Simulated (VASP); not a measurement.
Runs of VASP 6.6.1 on S. The structure is that of space group Fm-3m (No. 225), or close to it. The cells are those of the table. 

```csv
task,cell,k mesh for the DOS,occupations for the DOS,gap on the mesh (eV),pressure (GPa)
single point,"a = 2.079 Å, angles 60.0°, 1 atom",-,-,none,(b)
single point,"a = 2.821 Å, angles 60.0°, 1 atom",-,-,none,-0.2
single point,"a = 2.311 Å, angles 60.0°, 1 atom",-,-,none,154.4
single point,"a = 2.444 Å, angles 60.0°, 1 atom",-,-,none,80.8
single point,"a = 2.773 Å, angles 60.0°, 1 atom",-,-,none,(a)
single point,"a = 2.672 Å, angles 60.0°, 1 atom",-,-,none,17.8
single point,"a = 2.162 Å, angles 60.0°, 1 atom",-,-,none,300.9
```

Alike in all rows: level PBE; potentials or basis VASP PAW PBE potentials, release 64 (S); no spin polarisation; k mesh 16 × 16 × 16; cutoff (eV) 520; smearing fermi-dirac 0.08 eV.

Fill in the values left out.

(a) 4.4; (b) 431.2.

A gap of «none» marks levels without a gap at the run's occupations.
